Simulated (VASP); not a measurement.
# Zn (Pm-3m) in VASP: further runs, part 2 of 2

VASP 6.6.1. The steps go on from the part before.

### 3 Single point, LDA (volume scaled by 0.92)

INCAR reads:

```
SYSTEM = Zn
PREC = Accurate
ENCUT = 520
EDIFF = 1E-7
ISMEAR = -1
SIGMA = 0.1
LREAL = .False.
LASPH = .True.
NELM = 100
ALGO = Normal
ISIF = 2
LWAVE = .False.
LCHARG = .False.
NBANDS = 12
```

KPOINTS reads:

```
Automatic mesh
0
Gamma
  14 14 14
  0 0 0
```

POSCAR reads:

```
Zn
1.0
    2.4534440336      0.0000000000      0.0000000000
    0.0000000000      2.4534440336      0.0000000000
    0.0000000000      0.0000000000      2.4534440336
Zn
1
Direct
    0.0000000000      0.0000000000      0.0000000000
```

Potentials or basis: VASP PAW LDA potentials, release 64 (Zn).

On the command line:

```sh
$ cat potpaw_LDA.64/Zn/POTCAR > POTCAR
$ mpirun -np 1 vasp_std > vasp.out
```

OUTCAR:

```text
SYSTEM = Zn
   PREC = Accurate
   ENCUT = 520
   EDIFF = 1E-7
   ISMEAR = -1
   LREAL = .False.
   LASPH = .True.
   NELM = 100
   ISIF = 2

 ion  position               nearest neighbor table
   1  0.000  0.000  0.000-

  LATTYP: Found a simple cubic cell.
 ALAT       =     2.4534440336

  Lattice vectors:

 A1 = (   2.4534440336,   0.0000000000,   0.0000000000)
 A2 = (   0.0000000000,   2.4534440336,   0.0000000000)
 A3 = (   0.0000000000,   0.0000000000,   2.4534440336)

Analysis of symmetry for initial positions (statically):
=====================================================================
 Subroutine PRICEL returns:
 Original cell was already a primitive cell.

 Routine SETGRP: Setting up the symmetry group for a
 simple cubic supercell.

 Subroutine GETGRP returns: Found 48 space group operations
 (whereof 48 operations were pure point group operations)
 out of a pool of 48 trial point group operations.

The static configuration has the point symmetry O_h .

Analysis of symmetry for dynamics (positions and initial velocities):
=====================================================================
 Subroutine PRICEL returns:
 Original cell was already a primitive cell.

 Routine SETGRP: Setting up the symmetry group for a
 simple cubic supercell.

 Subroutine GETGRP returns: Found 48 space group operations
 (whereof 48 operations were pure point group operations)
 out of a pool of 48 trial point group operations.

The dynamic configuration has the point symmetry O_h .

 Subroutine INISYM returns: Found 48 space group operations
 (whereof 48 operations are pure point group operations),
 and found     1 'primitive' translations

----------------------------------------------------------------------------------------

                                     Primitive cell

  volume of cell :      14.7682

  direct lattice vectors                    reciprocal lattice vectors
     2.453444034  0.000000000  0.000000000     0.407590304  0.000000000  0.000000000
     0.000000000  2.453444034  0.000000000     0.000000000  0.407590304  0.000000000
     0.000000000  0.000000000  2.453444034     0.000000000  0.000000000  0.407590304

  length of vectors
     2.453444034  2.453444034  2.453444034     0.407590304  0.407590304  0.407590304

  position of ions in fractional coordinates (direct lattice)
     0.000000000  0.000000000  0.000000000

  ion indices of the primitive-cell ions
   primitive index   ion index
                 1           1

----------------------------------------------------------------------------------------

 KPOINTS: Automatic mesh

Automatic generation of k-mesh.
 Grid dimensions read from file:
 generate k-points for:   14   14   14

 Generating k-lattice:

  Cartesian coordinates                     Fractional coordinates (reciprocal lattice)
     0.029113593  0.000000000  0.000000000     0.071428571  0.000000000  0.000000000
     0.000000000  0.029113593  0.000000000     0.000000000  0.071428571  0.000000000
     0.000000000  0.000000000  0.029113593     0.000000000  0.000000000  0.071428571

  Length of vectors
     0.029113593  0.029113593  0.029113593

  Shift w.r.t. Gamma in fractional coordinates (k-lattice)
     0.000000000  0.000000000  0.000000000

 Subroutine IBZKPT returns following result:
 ===========================================

 Found    120 irreducible k-points:

 Following reciprocal coordinates:
            Coordinates               Weight
  0.000000  0.000000  0.000000      1.000000
  0.071429  0.000000  0.000000      6.000000
  0.142857  0.000000  0.000000      6.000000
  0.214286  0.000000  0.000000      6.000000
  0.285714  0.000000  0.000000      6.000000
  0.357143  0.000000  0.000000      6.000000
[... 16 lines left out ...]
  0.285714  0.214286  0.000000     24.000000
  0.357143  0.214286  0.000000     24.000000
 [... further k-points ...]
   k-points           NKPTS =    120   k-points in BZ     NKDIM =    120   number of bands    NBANDS=     12
   number of dos      NEDOS =    301   number of ions     NIONS =      1
   total plane-waves  NPLWV =   5832
   dimension x,y,z NGX =    18 NGY =   18 NGZ =   18
   dimension x,y,z NGXF=    36 NGYF=   36 NGZF=   36
   ions per type =               1
   NGX,Y,Z   is equivalent  to a cutoff of  12.20, 12.20, 12.20 a.u.
   NGXF,Y,Z  is equivalent  to a cutoff of  24.39, 24.39, 24.39 a.u.
 SYSTEM =  Zn
   PREC   = accura    normal or accurate (medium, high low for compatibility)
   ISTART =      0    job   : 0-new  1-cont  2-samecut
   ICHARG =      2    charge: 1-file 2-atom 10-const
   ISPIN  =      1    spin polarized calculation?
   LNONCOLLINEAR =      F non collinear calculations
   LSORBIT =      F    spin-orbit coupling
   LASPH  =      T    aspherical Exc in radial PAW
   ENCUT  =  520.0 eV  38.22 Ry    6.18 a.u.   4.56  4.56  4.56*2*pi/ulx,y,z
   NELM   =    100;   NELMIN=  2; NELMDL= -5     # of ELM steps
   EDIFF  = 0.1E-06   stopping-criterion for ELM
   LREAL  =      F    real-space projection
   EDIFFG = 0.1E-05   stopping-criterion for IOM
   NSW    =      0    number of steps for IOM
   IBRION =     -1    ionic relax: 0-MD 1-quasi-New 2-CG
   NFREE  =      0    steps in history (QN), initial steepest desc. (CG)
   ISIF   =      2    stress and relaxation
   ISYM   =      2    0-nonsym 1-usesym 2-fastsym
   POTIM  = 0.5000    time-step for ionic-motion
   TEBEG  =    0.0;   TEEND  =   0.0 temperature during run
   PSTRESS=    0.0 pullay stress
   NELECT =      12.0000    total number of electrons
   NUPDOWN=      -1.0000    fix difference up-down
   EMIN   =  10.00;   EMAX   =-10.00  energy-range for DOS
   EFERMI =   0.00;   METHOD = LEGACY
   ISMEAR =    -1;   SIGMA  =   0.10  broadening in eV -4-tet -1-fermi 0-gaus
   EFERMI_NEDOS =   21; number of points for ismear=-14 and -15
   IALGO  =     38    algorithm
   IMIX   =      4    mixing-type and parameters
     AMIX     =   0.40;   BMIX     =  1.00
     AMIX_MAG =   1.60;   BMIX_MAG =  1.00
  volume/ion in A,a.u.               =      14.77        99.66
  Fermi-wavevector in a.u.,A,eV,Ry     =   1.527657  2.886852 31.752391  2.333735
  Thomas-Fermi vector in A             =   2.635523
   LORBIT       =      0    0 simple, 1 ext, 2 COOP (PROOUT), +10 PAW based schemes
   GGA     = CA    functional components
   LHFCALC =     F    Hartree Fock is set to
   AEXX    =    0.0000 exact exchange contribution
   IVDW    =     0    specifies the selected vdW correction
   LEPSILON=     F    determine dielectric tensor
   LRPA    =     F    only Hartree local field effects (RPA)
 non-spin polarized calculation
  energy-cutoff  :      520.00
  volume of cell :       14.77
 maximum number of plane-waves:       432
   NGX =  9   NGY =  9   NGZ =  9

 number of electron      11.9999989 magnetization

 Free energy of the ion-electron system (eV)
  ---------------------------------------------------
  ext. energy  EPLUGINS =         0.00000000
  ---------------------------------------------------
  free energy    TOTEN  =        -1.55695047 eV

  energy without entropy =       -1.54502893  energy(sigma->0) =       -1.55098970

 E-fermi :   2.8489     XC(G=0): -11.9694

 val. band max:        2.7830435456   @ k =   0.4286   0.2143   0.0000
 cond. band min:       2.9017736582   @ k =   0.4286   0.3571   0.2857
 fundamental gap:      0.1187301127
 Fermi energy:         2.8488637619

 k-point     1 :       0.0000    0.0000    0.0000
  band No.  band energies     occupation
      1      -7.5754      2.00000
      2      -5.8174      2.00000
      3      -5.8174      2.00000
      4      -4.1342      2.00000
      5      -4.1342      2.00000
      6      -4.1342      2.00000
      7      16.8286      0.00000
      8      16.8286      0.00000
      9      16.8286      0.00000
     10      20.0434      0.00000
     11      20.0434      0.00000
     12      23.7577      0.00000

 k-point     2 :       0.0714    0.0000    0.0000
  band No.  band energies     occupation
      1      -7.4448      2.00000
      2      -5.8082      2.00000
      3      -5.7743      2.00000
      4      -4.1598      2.00000
      5      -4.1598      2.00000
      6      -4.1321      2.00000
      7      14.8917      0.00000
      8      16.9866      0.00000
      9      16.9866      0.00000
     10      20.1314      0.00000
     11      21.4516      0.00000
     12      24.5648      0.00000
[... 316 lines left out ...]
 k-point    24 :       0.3571    0.2143    0.0000
  band No.  band energies     occupation
      1      -5.5949      2.00000
      2      -5.1846      2.00000
      3      -4.9203      2.00000
      4      -4.5084      2.00000
      5      -4.2807      2.00000
      6      -2.4923      2.00000
      7       5.0149      0.00000
      8      12.5836      0.00000
      9      19.6479      0.00000
     10      21.8203      0.00000
     11      24.2438      0.00000
     12      30.2183      0.00000

 [... further k-points ...]
[... 5 lines left out ...]
  --------------------------------------------------------------------------------------
  -------------------------------------------------------------------------------------
  Total        0.7502561      0.7502561      0.7502561      0.0000000     -0.0000000      0.0000000
  in kB       81.3938565     81.3938565     81.3938565      0.0000000     -0.0000000      0.0000000
  external PRESSURE =      81.3938565 kB  Pullay stress =       0.0000000 kB

 VOLUME and BASIS-vectors are now :
 -----------------------------------------------------------------------------
  energy-cutoff  :      520.00
  volume of cell :       14.77
      direct lattice vectors                 reciprocal lattice vectors
     2.453444034  0.000000000  0.000000000     0.407590304  0.000000000  0.000000000
     0.000000000  2.453444034  0.000000000     0.000000000  0.407590304  0.000000000
     0.000000000  0.000000000  2.453444034     0.000000000  0.000000000  0.407590304

 POSITION                                       TOTAL-FORCE (eV/Angst)
 -----------------------------------------------------------------------------------
      0.00000      0.00000      0.00000         0.000000      0.000000      0.000000
 -----------------------------------------------------------------------------------
    total drift:                                0.000000      0.000000      0.000000

  FREE ENERGIE OF THE ION-ELECTRON SYSTEM (eV)
  ---------------------------------------------------
  free  energy   TOTEN  =        -1.5569504652 eV

  energy  without entropy=       -1.5450289267  energy(sigma->0) =       -1.55098970
```

OSZICAR:

```text
N       E                     dE             d eps       ncg     rms          rms(c)
DAV:   1     0.423178303012E+02    0.42318E+02   -0.64804E+03  2976   0.159E+03
DAV:   2    -0.425808916259E+00   -0.42744E+02   -0.40620E+02  2944   0.218E+02
DAV:   3    -0.169495339263E+01   -0.12691E+01   -0.12674E+01  3312   0.373E+01
DAV:   4    -0.169790086745E+01   -0.29475E-02   -0.29473E-02  3120   0.176E+00
DAV:   5    -0.169790323077E+01   -0.23633E-05   -0.23633E-05  3388   0.487E-02    0.329E+00
DAV:   6    -0.157161818114E+01    0.12629E+00   -0.64984E-01  3376   0.163E+01    0.228E+00
DAV:   7    -0.156145137312E+01    0.10167E-01   -0.16120E-02  3120   0.245E+00    0.115E+00
DAV:   8    -0.155697362922E+01    0.44777E-02   -0.16535E-03  3840   0.505E-01    0.329E-02
DAV:   9    -0.155695010183E+01    0.23527E-04   -0.10332E-04  4200   0.159E-01    0.166E-02
DAV:  10    -0.155695059907E+01   -0.49724E-06   -0.56085E-06  3076   0.316E-02    0.227E-03
DAV:  11    -0.155695047201E+01    0.12706E-06   -0.17993E-07  2260   0.810E-03    0.714E-04
DAV:  12    -0.155695046519E+01    0.68294E-08   -0.17346E-08  1640   0.183E-03
   1 F= -.15569505E+01 E0= -.15509897E+01  d E =-.119215E-01
```

Wall time 10 s (1 thread of Intel Xeon Platinum 8488C (Sapphire Rapids), shared host); peak memory 0.12 GiB.

Results:

```yaml
Free_energy: -1.5570 eV
Pressure: 8.1 GPa
Band_gap_on_the_k_mesh: zero (band 6 reaches 9.17 eV, above the bottom of band 7 at 0.13 eV)
```

Caveat: the cell differs from its parent crystal (volume scaled by 0.92).

### 4 Single point, LDA (volume scaled by 0.96)

INCAR reads:

```
SYSTEM = Zn
PREC     = Accurate       ! precision mode
ENCUT    = 520            ! plane-wave cutoff, eV
EDIFF    = 1E-6           ! SCF threshold, eV
ISMEAR   = -1             ! smearing method
SIGMA    = 0.1            ! smearing width, eV
LREAL    = .FALSE.        ! projectors in reciprocal space
LASPH    = .TRUE.         ! aspherical terms in the spheres
NELM     = 60             ! most SCF steps
ALGO     = Normal         ! electronic algorithm
ISIF     = 2              ! what is computed and relaxed
LWAVE    = .FALSE.        ! write WAVECAR
LCHARG   = .FALSE.        ! write CHGCAR
GGA      = CA             ! functional
NBANDS   = 12             ! bands
```

KPOINTS reads:

```
regular mesh
0
G
  14 14 14
  0 0 0
```

POSCAR reads:

```
Zn
1.0
    2.4884979701      0.0000000000      0.0000000000
    0.0000000000      2.4884979701      0.0000000000
    0.0000000000      0.0000000000      2.4884979701
Zn
1
Direct
    0.0000000000      0.0000000000      0.0000000000
```

On the command line:

```sh
$ cat potpaw_LDA.64/Zn/POTCAR > POTCAR
$ mpirun -np 1 vasp_std > vasp.out
```

It took 10 s on 1 thread of Intel Xeon Platinum 8488C (Sapphire Rapids), shared host; peak memory 0.12 GiB.

The run converged. Its results:

```
Free energy            : -1.5810 eV
Pressure               : 4.1 GPa
Band gap on the k mesh : zero (band 6 reaches 8.68 eV, above the bottom of band 7 at -0.22 eV)
```

Levels at points of the mesh, in eV from the Fermi level:
```
           k point  band 4  band 5  band 6  band 7  band 8  band 9
(0.00, 0.00, 0.00)   -6.92   -6.92   -6.92   13.60   13.60   13.60
(0.50, 0.00, 0.00)   -7.38   -6.88   -3.40   -2.76   18.87   18.87
(0.50, 0.50, 0.00)   -7.30   -6.57    1.37    1.37    3.51    6.67
(0.50, 0.50, 0.50)   -6.55   -6.55    6.14    6.14    6.14   11.56
```

Caveat: the cell differs from its parent crystal (volume scaled by 0.96).

### 5 Single point, LDA

This run uses another cell than the first one, of 16.05 Å³/atom, 1.136 times its volume.

INCAR reads:

```
SYSTEM = Zn
  PREC = Accurate
  ENCUT = 520
  EDIFF = 1E-6
  ISMEAR = -1
  SIGMA = 0.1
  LREAL = .FALSE.
  LASPH = .TRUE.
  NELM = 80
  ALGO = Normal
  ISIF = 2
  LWAVE = .FALSE.
  LCHARG = .FALSE.
  NBANDS = 12
```

KPOINTS reads:

```
Automatic mesh
0
G
  14 14 14
  0 0 0
```

POSCAR reads:

```
Zn
1.0
    2.5225912199      0.0000000000      0.0000000000
    0.0000000000      2.5225912199      0.0000000000
    0.0000000000      0.0000000000      2.5225912199
Zn
1
Direct
    0.0000000000      0.0000000000      0.0000000000
```

On the command line:

```sh
$ cat potpaw_LDA.64/Zn/POTCAR > POTCAR
$ mpirun -np 1 vasp_std > vasp.out
```

Wall time 9.3 s (1 thread of Intel Xeon Platinum 8488C (Sapphire Rapids), shared host); peak memory 0.13 GiB.

It converged, with:

```
Free energy            : -1.5901 eV
Pressure               : 0.7 GPa
Band gap on the k mesh : zero (band 6 reaches 8.22 eV, above the bottom of band 7 at -0.54 eV)
```

Levels at points of the mesh, in eV from the Fermi level:
| k point | band 3 | band 4 | band 5 | band 6 | band 7 | band 8 | band 9 | band 10 |
| --- | --- | --- | --- | --- | --- | --- | --- | --- |
| (0.00, 0.00, 0.00) | -8.32 | -6.87 | -6.87 | -6.87 | 13.24 | 13.24 | 13.24 | 16.38 |
| (0.50, 0.00, 0.00) | -7.29 | -7.29 | -6.83 | -3.20 | -2.80 | 18.28 | 18.28 | 20.61 |
| (0.50, 0.50, 0.00) | -7.22 | -7.22 | -6.54 | 1.39 | 1.39 | 3.24 | 6.59 | 23.97 |
| (0.50, 0.50, 0.50) | -8.00 | -6.52 | -6.52 | 5.97 | 5.97 | 5.97 | 11.45 | 11.45 |

### 6 The runs side by side

```csv
cell,gap on the mesh (eV),pressure (GPa)
"a = 2.417 Å, 1 atom",none,13.6
"a = 2.453 Å, 1 atom",none,8.1
"a = 2.488 Å, 1 atom",none,4.1
"a = 2.523 Å, 1 atom",none,0.7
```

Alike in all rows: task single point; level LDA; potentials or basis VASP PAW LDA potentials, release 64 (Zn); no spin polarisation; k mesh 14 × 14 × 14; cutoff (eV) 520; smearing fermi-dirac 0.1 eV.

Absolute energies hang on the potentials; compare differences alone.
